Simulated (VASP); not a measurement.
Input of a VASP 6.6.1 run:

File POSCAR:

```
Al2Cu
1.0
    4.1051820000      0.0000000000      0.0000000000
    0.0000000000      4.1051820000      0.0000000000
    0.0000000000      0.0000000000      2.8913130000
Al Cu
2 1
Direct
    0.5000000000      0.0000000000      0.5000000000
    0.0000000000      0.5000000000      0.5000000000
    0.0000000000      0.0000000000      0.0000000000
```

INCAR.step1

```
SYSTEM = Al2Cu
PREC = Accurate
ENCUT = 600
ISMEAR = 0
SIGMA = 0.1
LREAL = .FALSE.
LASPH = .TRUE.
NELM = 60
GGA = PE
ALGO = Normal
EDIFF = 1E-4
LWAVE = .TRUE.
LCHARG = .FALSE.
```

The input INCAR.step2:

```
SYSTEM = Al2Cu
PREC = Accurate
ENCUT = 600
EDIFF = 1E-6
ISMEAR = 0
SIGMA = 0.1
LREAL = .FALSE.
LASPH = .TRUE.
NELM = 60
ALGO = Normal
ISIF = 8
LWAVE = .FALSE.
LCHARG = .FALSE.
METAGGA = R2SCAN
LMIXTAU = .TRUE.
IBRION = 2
NSW = 60
EDIFFG = -0.02
ISTART = 1
```

File KPOINTS:

```
Automatic mesh
0
G
  4 4 6
  0 0 0
```

Potentials or basis: VASP PAW PBE potentials, release 64 (Al, Cu).

Launch:

```console
$ cat potpaw_PBE.64/Al/POTCAR potpaw_PBE.64/Cu/POTCAR > POTCAR
$ cp INCAR.step1 INCAR
$ mpirun -np 1 vasp_std > vasp.out
$ cp INCAR.step2 INCAR
$ mpirun -np 1 vasp_std > vasp.out
```

(1) Predict the relaxed cell.

(2) Predict the relaxed volume.

Results:

(1) a = 4.071 Å, b = 4.071 Å, c = 2.867 Å, α = 90.00°, β = 90.00°, γ = 90.00°.

(2) 15.84 Å³/atom.

Caveat: the k points lie up to 0.39 Å⁻¹ apart in the final cell, too coarse for converged energies and pressures of a metal; the highest band is partly filled, so the run has too few bands; the PAW data sets were made with another functional, which shifts forces and pressure a little.
